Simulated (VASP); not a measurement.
Crystal: Si3Sn.

```
CELL_PARAMETERS angstrom
3.73455 0.00000 0.00000
0.00000 3.73455 0.00000
0.00000 0.00000 5.28145
ATOMIC_POSITIONS crystal
Si 0.50000 0.00000 0.25000
Si 0.00000 0.50000 0.75000
Si 0.50000 0.50000 0.00000
Sn 0.00000 0.00000 0.50000
```

```yaml
Program: VASP 6.6.1
Task: relaxation of cell and atoms
Functional: PBE
Potentials_or_basis: VASP PAW PBE potentials, release 64 (Si, Sn_d)
Cutoff: 600 eV
k_mesh: 6 × 6 × 4
Occupations: gaussian, width 0.1 eV
Spin: no spin polarisation
```

At the start: pressure 34.7 GPa; volume 18.41 Å³/atom.

How do energy, volume and symmetry change on relaxing?

Over 8 steps the energy falls by 571.1 meV/atom and the volume is 23.92 Å³/atom (+29.9 %); space group P-4m2 (No. 115, to 0.05 Å).

Step by step:
```
step  energy change (eV)  largest force (eV/Å)  pressure (GPa)  volume (Å³)
   1              0.0000                3.6016           34.72        73.66
   2             -1.0727                0.4817           -9.80       124.92
   3             -2.2597                0.4332           -1.27        97.51
   4             -2.2621                0.4795           -0.77        96.79
   5             -2.2623                0.5130           -0.41        96.29
   6             -2.2804                0.2298            0.04        95.49
   7             -2.2840                0.0386            0.37        94.96
   8             -2.2845                0.0162           -0.17        95.68
```

Final structure:
```
CELL_PARAMETERS angstrom
4.06699 0.00000 0.00000
0.00000 4.06699 0.00000
0.00000 0.00000 5.78455
ATOMIC_POSITIONS crystal
Si 0.50000 0.00000 0.22443
Si 0.00000 0.50000 0.77557
Si 0.50000 0.50000 0.00000
Sn 0.00000 0.00000 0.50000
```

Caveat: the volume moved by over 15 % at a fixed basis, so the end points are rough.
